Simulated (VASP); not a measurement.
Here is a VASP 6.6.1 calculation.

Contents of INCAR:

```
  PREC = Accurate
  ENCUT = 600
  EDIFF = 1E-6
  ISMEAR = 0
  SIGMA = 0.1
  LREAL = F
  LASPH = T
  NELM = 80
  ALGO = Fast
  ISIF = 3
  LWAVE = F
  LCHARG = F
  GGA = PS
  IBRION = 2
  NSW = 70
  EDIFFG = -0.008
  PSTRESS = -30.0
  LUSENCCL = F
```

File KPOINTS:

```
regular mesh
0
Gamma
  12 12 8
```

The input POSCAR:

```
Ni2Ge
1.0
    4.0096942680      0.0000000000      0.0000000000
   -2.0048471340      3.4724970975      0.0000000000
    0.0000000000      0.0000000000      5.0616901933
Ni Ge
4 2
Direct
    0.6666666667      0.3333333333      0.2500000000
    0.3333333333      0.6666666667      0.7500000000
    0.0000000000      0.0000000000      0.0000000000
    0.0000000000      0.0000000000      0.5000000000
    0.6666666667      0.3333333333      0.7500000000
    0.3333333333      0.6666666667      0.2500000000
```

Potentials or basis: VASP PAW PBE potentials, release 64 (Ni, Ge_d).

Command:

```bash
$ cat potpaw_PBE.64/Ni/POTCAR potpaw_PBE.64/Ge_d/POTCAR > POTCAR
$ mpirun -np 1 vasp_std > vasp.out
```

**Question.** Predict the relaxed cell.

**Answer.** a = 3.992 Å, b = 3.992 Å, c = 5.046 Å, α = 90.00°, β = 90.00°, γ = 120.00°.

**Question.** Predict the space group after relaxing (to 0.1 Å).

**Answer.** P6_3/mmc (No. 194).

**Question.** What does it give for the band gap on the k mesh?

**Answer.** Zero (bands 34 and 35 overlap by 2.71 eV).

Step by step:
```csv
step,energy change (eV),largest force (eV/Å),pressure (GPa),volume (Å³)
1,0.0000,0.0000,-5.16,70.48
2,-0.0305,0.0000,-0.84,68.87
3,-0.0212,0.0000,-3.00,69.65
```

Caveat: the cell is relaxed towards a set pressure, so the run minimises the enthalpy, not the energy; the PAW data sets were made with another functional, which shifts forces and pressure a little. Spin polarisation is off, so any magnetic state and its effect on volume and gap are missing.
